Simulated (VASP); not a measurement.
# AlRu (Pm-3m) in VASP: a series of runs

The runs below take AlRu through single point, relaxation of cell and atoms, with PBEsol.

Everything below comes from runs of VASP 6.6.1. Logs are shortened: lines on timing, memory, paths and dates and some standing lists are left out, and cuts for length are marked.

### 1 The cell of the first run

Symmetry: Pm-3m, No. 221, cubic system. The conventional cell has a = 2.976 Å, b = 2.976 Å, c = 2.976 Å, α = 90.00°, β = 90.00°, γ = 90.00°. Ru (site symmetry m-3m) has 8 Al at 2.58 Å and 6 Ru at 2.98 Å within 3.4 Å. Within 3.4 Å of Al (site symmetry m-3m) lie 8 Ru at 2.58 Å and 6 Al at 2.98 Å.

### 2 Single point, PBEsol

File INCAR:

```
SYSTEM = AlRu
PREC = Accurate
ENCUT = 520
EDIFF = 1E-7
ISMEAR = 0
SIGMA = 0.1
LREAL = .FALSE.
LASPH = .TRUE.
NELM = 100
ALGO = Fast
ISIF = 2
LWAVE = .FALSE.
LCHARG = .FALSE.
GGA = PS
NBANDS = 16
```

File KPOINTS:

```
Automatic mesh
0
G
  16 16 16
  0 0 0
```

File POSCAR:

```
AlRu
1.0
    2.9762632503      0.0000000000      0.0000000000
    0.0000000000      2.9762632503      0.0000000000
    0.0000000000      0.0000000000      2.9762632503
Ru Al
1 1
Direct
    0.0000000000      0.0000000000      0.0000000000
    0.5000000000      0.5000000000      0.5000000000
```

Potentials or basis: VASP PAW PBE potentials, release 64 (Ru_pv, Al).

On the command line:

```console
$ cat potpaw_PBE.64/Ru_pv/POTCAR potpaw_PBE.64/Al/POTCAR > POTCAR
$ mpirun -np 1 vasp_std > vasp.out
```

OUTCAR:

```text
SYSTEM = AlRu
   PREC = Accurate
   ENCUT = 520
   EDIFF = 1E-7
   ISMEAR = 0
   LREAL = .FALSE.
   LASPH = .TRUE.
   NELM = 100
   ISIF = 2
   GGA = PS

 ion  position               nearest neighbor table
   1  0.000  0.000  0.000-   2 2.58   2 2.58   2 2.58   2 2.58   2 2.58   2 2.58   2 2.58   2 2.58

   2  0.500  0.500  0.500-   1 2.58   1 2.58   1 2.58   1 2.58   1 2.58   1 2.58   1 2.58   1 2.58

  LATTYP: Found a simple cubic cell.
 ALAT       =     2.9762632503

  Lattice vectors:

 A1 = (   2.9762632503,   0.0000000000,   0.0000000000)
 A2 = (   0.0000000000,   2.9762632503,   0.0000000000)
 A3 = (   0.0000000000,   0.0000000000,   2.9762632503)

Analysis of symmetry for initial positions (statically):
=====================================================================
 Subroutine PRICEL returns:
 Original cell was already a primitive cell.

 Routine SETGRP: Setting up the symmetry group for a
 simple cubic supercell.

 Subroutine GETGRP returns: Found 48 space group operations
 (whereof 48 operations were pure point group operations)
 out of a pool of 48 trial point group operations.

The static configuration has the point symmetry O_h .

Analysis of symmetry for dynamics (positions and initial velocities):
=====================================================================
 Subroutine PRICEL returns:
 Original cell was already a primitive cell.

 Routine SETGRP: Setting up the symmetry group for a
 simple cubic supercell.

 Subroutine GETGRP returns: Found 48 space group operations
 (whereof 48 operations were pure point group operations)
 out of a pool of 48 trial point group operations.

The dynamic configuration has the point symmetry O_h .

 Subroutine INISYM returns: Found 48 space group operations
 (whereof 48 operations are pure point group operations),
 and found     1 'primitive' translations

----------------------------------------------------------------------------------------

                                     Primitive cell

  volume of cell :      26.3642

  direct lattice vectors                    reciprocal lattice vectors
     2.976263250  0.000000000  0.000000000     0.335991784  0.000000000  0.000000000
     0.000000000  2.976263250  0.000000000     0.000000000  0.335991784  0.000000000
     0.000000000  0.000000000  2.976263250     0.000000000  0.000000000  0.335991784

  length of vectors
     2.976263250  2.976263250  2.976263250     0.335991784  0.335991784  0.335991784

  position of ions in fractional coordinates (direct lattice)
     0.000000000  0.000000000  0.000000000
     0.500000000  0.500000000  0.500000000

  ion indices of the primitive-cell ions
   primitive index   ion index
                 1           1
                 2           2

----------------------------------------------------------------------------------------

 KPOINTS: Automatic mesh

Automatic generation of k-mesh.
 Grid dimensions read from file:
 generate k-points for:   16   16   16

 Generating k-lattice:

  Cartesian coordinates                     Fractional coordinates (reciprocal lattice)
     0.020999487  0.000000000  0.000000000     0.062500000  0.000000000  0.000000000
     0.000000000  0.020999487  0.000000000     0.000000000  0.062500000  0.000000000
     0.000000000  0.000000000  0.020999487     0.000000000  0.000000000  0.062500000

  Length of vectors
     0.020999487  0.020999487  0.020999487

  Shift w.r.t. Gamma in fractional coordinates (k-lattice)
     0.000000000  0.000000000  0.000000000

 Subroutine IBZKPT returns following result:
 ===========================================

 Found    165 irreducible k-points:

 Following reciprocal coordinates:
            Coordinates               Weight
  0.000000  0.000000  0.000000      1.000000
  0.062500  0.000000  0.000000      6.000000
  0.125000  0.000000  0.000000      6.000000
  0.187500  0.000000  0.000000      6.000000
  0.250000  0.000000  0.000000      6.000000
  0.312500  0.000000  0.000000      6.000000
[... 16 lines left out ...]
  0.437500  0.125000  0.000000     24.000000
  0.500000  0.125000  0.000000     12.000000
 [... further k-points ...]
   k-points           NKPTS =    165   k-points in BZ     NKDIM =    165   number of bands    NBANDS=     16
   number of dos      NEDOS =    301   number of ions     NIONS =      2
   total plane-waves  NPLWV =  13824
   dimension x,y,z NGX =    24 NGY =   24 NGZ =   24
   dimension x,y,z NGXF=    48 NGYF=   48 NGZF=   48
   ions per type =               1   1
   NGX,Y,Z   is equivalent  to a cutoff of  13.41, 13.41, 13.41 a.u.
   NGXF,Y,Z  is equivalent  to a cutoff of  26.81, 26.81, 26.81 a.u.
 SYSTEM =  AlRu
   PREC   = accura    normal or accurate (medium, high low for compatibility)
   ISTART =      0    job   : 0-new  1-cont  2-samecut
   ICHARG =      2    charge: 1-file 2-atom 10-const
   ISPIN  =      1    spin polarized calculation?
   LNONCOLLINEAR =      F non collinear calculations
   LSORBIT =      F    spin-orbit coupling
   LASPH  =      T    aspherical Exc in radial PAW
   ENCUT  =  520.0 eV  38.22 Ry    6.18 a.u.   5.53  5.53  5.53*2*pi/ulx,y,z
   NELM   =    100;   NELMIN=  2; NELMDL= -5     # of ELM steps
   EDIFF  = 0.1E-06   stopping-criterion for ELM
   LREAL  =      F    real-space projection
   EDIFFG = 0.1E-05   stopping-criterion for IOM
   NSW    =      0    number of steps for IOM
   IBRION =     -1    ionic relax: 0-MD 1-quasi-New 2-CG
   NFREE  =      0    steps in history (QN), initial steepest desc. (CG)
   ISIF   =      2    stress and relaxation
   ISYM   =      2    0-nonsym 1-usesym 2-fastsym
   POTIM  = 0.5000    time-step for ionic-motion
   TEBEG  =    0.0;   TEEND  =   0.0 temperature during run
   PSTRESS=    0.0 pullay stress
   NELECT =      17.0000    total number of electrons
   NUPDOWN=      -1.0000    fix difference up-down
   EMIN   =  10.00;   EMAX   =-10.00  energy-range for DOS
   EFERMI =   0.00;   METHOD = LEGACY
   ISMEAR =     0;   SIGMA  =   0.10  broadening in eV -4-tet -1-fermi 0-gaus
   EFERMI_NEDOS =   21; number of points for ismear=-14 and -15
   IALGO  =     68    algorithm
   IMIX   =      4    mixing-type and parameters
     AMIX     =   0.40;   BMIX     =  1.00
     AMIX_MAG =   1.60;   BMIX_MAG =  1.00
  volume/ion in A,a.u.               =      13.18        88.96
  Fermi-wavevector in a.u.,A,eV,Ry     =   1.414338  2.672711 27.216431  2.000351
  Thomas-Fermi vector in A             =   2.535890
   LORBIT       =      0    0 simple, 1 ext, 2 COOP (PROOUT), +10 PAW based schemes
   GGA     = PS    functional components
   LHFCALC =     F    Hartree Fock is set to
   AEXX    =    0.0000 exact exchange contribution
   IVDW    =     0    specifies the selected vdW correction
   LEPSILON=     F    determine dielectric tensor
   LRPA    =     F    only Hartree local field effects (RPA)
 non-spin polarized calculation
 RMM-DIIS sequential band-by-band and
 Gauss-broadening in eV      SIGMA  =   0.10
  energy-cutoff  :      520.00
  volume of cell :       26.36
 maximum number of plane-waves:       739
 NGX is ok and might be reduce to    24
   NGX = 11   NGY = 11   NGZ = 11

 number of electron      16.9999996 magnetization

 Free energy of the ion-electron system (eV)
  ---------------------------------------------------
  ext. energy  EPLUGINS =         0.00000000
  ---------------------------------------------------
  free energy    TOTEN  =       -15.52171555 eV

  energy without entropy =      -15.51304840  energy(sigma->0) =      -15.51738197

 E-fermi :  10.8340     XC(G=0): -12.7666

 val. band max:       10.8280797605   @ k =   0.2500   0.1250   0.0000
 cond. band min:      10.8382977666   @ k =   0.3750   0.1250   0.0625
 fundamental gap:      0.0102180062
 Fermi energy:        10.8339778958

 k-point     1 :       0.0000    0.0000    0.0000
  band No.  band energies     occupation
      1     -30.9006      2.00000
      2     -30.9006      2.00000
      3     -30.9006      2.00000
      4       1.0414      2.00000
      5       7.1382      2.00000
      6       7.1382      2.00000
[... 8 lines left out ...]
     15      22.8136      0.00000
     16      26.1885      0.00000

 k-point     2 :       0.0625    0.0000    0.0000
  band No.  band energies     occupation
      1     -30.9092      2.00000
      2     -30.8999      2.00000
      3     -30.8999      2.00000
      4       1.1178      2.00000
      5       7.1652      2.00000
      6       7.1666      2.00000
[... 8 lines left out ...]
     15      22.8141      0.00000
     16      26.4229      0.00000

 k-point     3 :       0.1250    0.0000    0.0000
  band No.  band energies     occupation
      1     -30.9337      2.00000
      2     -30.8978      2.00000
      3     -30.8978      2.00000
      4       1.3441      2.00000
      5       7.2354      2.00000
      6       7.2436      2.00000
[... 8 lines left out ...]
     15      22.8465      0.00000
     16      27.1592      0.00000

 k-point     4 :       0.1875    0.0000    0.0000
  band No.  band energies     occupation
      1     -30.9702      2.00000
      2     -30.8947      2.00000
      3     -30.8947      2.00000
      4       1.7121      2.00000
      5       7.2937      2.00000
      6       7.3653      2.00000
[... 8 lines left out ...]
     15      23.3705      0.00000
     16      28.4749      0.00000
[... 324 lines left out ...]
 k-point    22 :       0.3750    0.1250    0.0000
  band No.  band energies     occupation
      1     -31.0876      2.00000
      2     -30.9162      2.00000
      3     -30.8815      2.00000
      4       3.7390      2.00000
      5       6.6046      2.00000
      6       7.9613      2.00000
[... 8 lines left out ...]
     15      23.9590      0.00000
     16      25.0772      0.00000

 k-point    23 :       0.4375    0.1250    0.0000
  band No.  band energies     occupation
      1     -31.1113      2.00000
      2     -30.9140      2.00000
      3     -30.8794      2.00000
      4       4.4685      2.00000
      5       5.9545      2.00000
      6       8.0797      2.00000
[... 8 lines left out ...]
     15      22.9797      0.00000
     16      24.0864      0.00000

 k-point    24 :       0.5000    0.1250    0.0000
  band No.  band energies     occupation
      1     -31.1197      2.00000
      2     -30.9132      2.00000
      3     -30.8787      2.00000
      4       5.2043      2.00000
      5       5.2401      2.00000
      6       8.1254      2.00000
[... 8 lines left out ...]
     15      22.8170      0.00000
     16      23.4167      0.00000

 [... further k-points ...]

------------------------ aborting loop because EDIFF is reached ----------------------------------------

  FORCE on cell =-STRESS in cart. coord.  units (eV):
  Direction    XX          YY          ZZ          XY          YZ          ZX
  --------------------------------------------------------------------------------------
  -------------------------------------------------------------------------------------
  Total        0.0110727      0.0110727      0.0110727     -0.0000000     -0.0000000     -0.0000000
  in kB        0.6728982      0.6728982      0.6728982     -0.0000000     -0.0000000     -0.0000000
  external PRESSURE =       0.6728982 kB  Pullay stress =       0.0000000 kB

 VOLUME and BASIS-vectors are now :
 -----------------------------------------------------------------------------
  energy-cutoff  :      520.00
  volume of cell :       26.36
      direct lattice vectors                 reciprocal lattice vectors
     2.976263250  0.000000000  0.000000000     0.335991784  0.000000000  0.000000000
     0.000000000  2.976263250  0.000000000     0.000000000  0.335991784  0.000000000
     0.000000000  0.000000000  2.976263250     0.000000000  0.000000000  0.335991784

 POSITION                                       TOTAL-FORCE (eV/Angst)
 -----------------------------------------------------------------------------------
      0.00000      0.00000      0.00000         0.000000      0.000000      0.000000
      1.48813      1.48813      1.48813         0.000000      0.000000      0.000000
 -----------------------------------------------------------------------------------
    total drift:                                0.000000      0.000000      0.000000

  FREE ENERGIE OF THE ION-ELECTRON SYSTEM (eV)
  ---------------------------------------------------
  free  energy   TOTEN  =       -15.5217155463 eV

  energy  without entropy=      -15.5130484023  energy(sigma->0) =      -15.51738197
```

Run time: 66 s. Hardware: 1 thread of Intel Xeon 8259CL, shared host; peak memory 0.19 GiB.

Results:

| Property | Result |
| --- | --- |
| Free energy | -15.5217 eV |
| Pressure | 0.1 GPa |
| Band gap on the k mesh | zero (an odd number of electrons rules out a gap without spin polarisation) |

Levels at points of the mesh, in eV from the Fermi level:
```
           k point  band 5  band 6  band 7  band 8  band 9  band 10  band 11  band 12  band 13  band 14
(0.00, 0.00, 0.00)   -3.70   -3.70    0.18    0.18    0.18     6.13     6.13     6.13    11.07    11.07
(0.50, 0.00, 0.00)   -5.52   -2.88   -1.65   -1.65    0.44     2.32     7.42    11.06    11.06    12.94
(0.50, 0.50, 0.00)   -3.18   -1.40   -1.40   -1.21   -1.21     1.55     5.36     6.42    10.71    11.98
(0.50, 0.50, 0.50)   -4.74   -4.74    1.64    1.64    2.68     4.12     4.12     4.12     8.71     8.71
```

Caveat: the PAW data sets were made with another functional, which shifts forces and pressure a little.

### 3 Relaxation of cell and atoms, PBEsol

This run uses another cell than the first one, of 13.37 Å³/atom.

File INCAR:

```
ALGO = Normal
EDIFF = 1E-6
EDIFFG = -0.005
ENCUT = 600
GGA = PS
IBRION = 2
ISIF = 3
ISMEAR = 0
LASPH = True
LCHARG = False
LREAL = False
LWAVE = False
NELM = 100
NSW = 80
PREC = Accurate
SIGMA = 0.1
```

File KPOINTS:

```
k-points
0
Gamma
  16 16 16
```

File POSCAR:

```
AlRu
1.0
    2.9900000000      0.0000000000      0.0000000000
    0.0000000000      2.9900000000      0.0000000000
    0.0000000000      0.0000000000      2.9900000000
Ru Al
1 1
Direct
    0.0000000000      0.0000000000      0.0000000000
    0.5000000000      0.5000000000      0.5000000000
```

Potentials or basis: VASP PAW PBE potentials, release 64 (Ru_pv, Al).

On the command line:

```console
$ cat potpaw_PBE.64/Ru_pv/POTCAR potpaw_PBE.64/Al/POTCAR > POTCAR
$ mpirun -np 1 vasp_std > vasp.out
```

Run time: 1.8 min. Hardware: 1 thread of Intel Xeon 8259CL, shared host; peak memory 0.2 GiB.

It converged, with:

```
Free energy                           : -15.5221 eV
Relaxed volume                        : 13.19 Å³/atom
Relaxed cell                          : a = 2.977 Å, b = 2.977 Å, c = 2.977 Å, α = 90.00°, β = 90.00°, γ = 90.00°
Space group after relaxing (to 0.1 Å) : Pm-3m (No. 221)
Energy gained by relaxing             : 1.7 meV/atom
Ionic steps                           : 3
Pressure after relaxing               : 0.0 GPa
Band gap on the k mesh                : zero (an odd number of electrons rules out a gap without spin polarisation)
```

The path:
```
step  energy change (eV)  largest force (eV/Å)  pressure (GPa)  volume (Å³)
   1              0.0000                0.0000           -2.89        26.73
   2              0.0052                0.0000            4.96        25.81
   3             -0.0033                0.0000           -0.02        26.37
```

Final structure:
```
Ru Al
1.0
     2.97660    0.00000    0.00000
     0.00000    2.97660    0.00000
     0.00000    0.00000    2.97660
Ru Al
1 1
Direct
  0.00000 0.00000 0.00000
  0.50000 0.50000 0.50000
```

Levels at points of the mesh, in eV from the Fermi level:
```
           k point  band 6  band 7  band 8  band 9  band 10  band 11  band 12
(0.00, 0.00, 0.00)   -3.69    0.18    0.18    0.18     6.13     6.13     6.13
(0.50, 0.00, 0.00)   -2.88   -1.65   -1.65    0.44     2.32     7.42    11.06
(0.50, 0.50, 0.00)   -1.40   -1.40   -1.21   -1.21     1.55     5.36     6.42
(0.50, 0.50, 0.50)   -4.73    1.64    1.64    2.68     4.12     4.12     4.12
```

Caveat: the PAW data sets were made with another functional, which shifts forces and pressure a little.
